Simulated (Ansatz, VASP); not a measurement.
**Two plane-wave programs on Ru**

Contents of INCAR:

```
SYSTEM = Ru
PREC     = Accurate       ! precision mode
ENCUT    = 520            ! plane-wave cutoff, eV
EDIFF    = 1E-6           ! SCF threshold, eV
ISMEAR   = 0              ! smearing method
SIGMA    = 0.15           ! smearing width, eV
LREAL    = .False.        ! projectors in reciprocal space
LASPH    = .True.         ! aspherical terms in the spheres
NELM     = 80             ! most SCF steps
ALGO     = Fast           ! electronic algorithm
ISIF     = 2              ! what is computed and relaxed
LWAVE    = .False.        ! write WAVECAR
LCHARG   = .False.        ! write CHGCAR
GGA      = PS             ! functional
NBANDS   = 21             ! bands
```

Contents of KPOINTS:

```
Automatic mesh
0
Gamma
  21 21 12
  0 0 0
```

The input POSCAR:

```
Ru
1.0
    2.6246253542      0.0000000000      0.0000000000
   -1.3123126771      2.2729922322      0.0000000000
    0.0000000000      0.0000000000      4.2819000000
Ru
2
Direct
    0.3333333333      0.6666666667      0.2500000000
    0.6666666667      0.3333333333      0.7500000000
```

Input for Ansatz:

```yaml
crystal:
  lattice:
    - [2.6246253542, 0.0, 0.0]
    - [-1.3123126771, 2.2729922322, 0.0]
    - [0.0, 0.0, 4.2819]
  atoms:
    - { symbol: Ru, position: [0.3333333333, 0.6666666667, 0.25] }
    - { symbol: Ru, position: [0.6666666667, 0.3333333333, 0.75] }
basis:
  ecutwfc: 420
kpoints:
  mp_grid: { grid: [21, 21, 12] }
hamiltonian:
  xc: pbesol
scf:
  occupations: { method: gaussian, width: 0.15 }
output:
  forces: true
  stress: true
  eigenvalues: true
```

Change from the starting cell: strain -0.030 along x and y, +0.000 along z, atoms carried along.

Alike in both runs: task single point; functional PBEsol; k mesh 21 × 21 × 12; occupations gaussian, width 0.15 eV; no spin polarisation.

|  | VASP | Ansatz |
| --- | --- | --- |
| version | VASP 6.6.1 | Ansatz 0.2.0 |
| potentials or method | VASP PAW PBE potentials, release 64 (Ru_pv), cutoff 520 eV | scalar-relativistic, plane waves, PAW |
| valence electrons in the cell | 28 | 32 |

Ansatz gave:

```
gap on the k mesh at the Fermi level (eV)                     : none
pressure (GPa)                                                : 16.1
traceless stress, the component that is largest in VASP (GPa) : -11.75
```

Q: Estimate VASP's values.

A: gap on the k mesh at the Fermi level (eV): none; pressure (GPa): 16.1; traceless stress, the component that is largest in VASP (GPa): -11.74.

VASP's potentials were made for PBE, not for PBEsol. A gap of «none» marks a metal or a gap that the smearing closes. VASP's potentials hold 28 valence electrons a cell and Ansatz's 32, so a difference there can come from the potentials and not from the codes.
